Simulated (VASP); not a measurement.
Set up this calculation in VASP 6.6.1, as the native input.

| Quantity | Value |
| --- | --- |
| Task | single point |
| Functional | PBE |
| Potentials or basis | VASP PAW PBE potentials, release 64 (Hg, Te) |
| Cutoff | 520 eV |
| k mesh | 9 × 9 × 9 |
| Occupations | fermi-dirac, width 0.05 eV |
| Spin | non-collinear spin, zero start, spin-orbit coupling |
| Starting moments | [[0.0, 0.0, 0.0], [0.0, 0.0, 0.0]] μB |
| Dipole correction | no |
| Further INCAR settings | ALGO = Normal; EDIFF = 1e-07; NBANDS = 30 |

The structure of HgTe lies in POSCAR:

```
HgTe
1.0
    0.0000000000      3.2235000000      3.2235000000
    3.2235000000      0.0000000000      3.2235000000
    3.2235000000      3.2235000000      0.0000000000
Hg Te
1 1
Direct
    0.0000000000      0.0000000000      0.0000000000
    0.7500000000      0.7500000000      0.7500000000
```

One way to write it, as run:

INCAR

```
ALGO = Normal
EDIFF = 1E-7
ENCUT = 520
GGA = PE
GGA_COMPAT = False
ISIF = 2
ISMEAR = -1
LASPH = True
LCHARG = False
LORBIT = 11
LORBMOM = True
LREAL = False
LSORBIT = True
LWAVE = False
MAGMOM = 0 0 0 0 0 0
NBANDS = 30
NELM = 150
PREC = Accurate
SIGMA = 0.05
```

KPOINTS

```
k-points
0
Gamma
  9 9 9
```

Potentials or basis: VASP PAW PBE potentials, release 64 (Hg, Te).

Run with:

```sh
$ cat potpaw_PBE.64/Hg/POTCAR potpaw_PBE.64/Te/POTCAR > POTCAR
$ mpirun -np 1 vasp_ncl > vasp.out
```

It gave:

The pressure is 3.9 GPa, the net moment is 0.00 μB per cell and the valence electrons inside the program's atomic spheres are Hg 10.55; Te 3.38.

Caveat: the cell stands under pressure.

It took 8.8 min on 1 thread of Intel Xeon 8259CL, with other jobs on the host, peak memory 0.48 GiB.
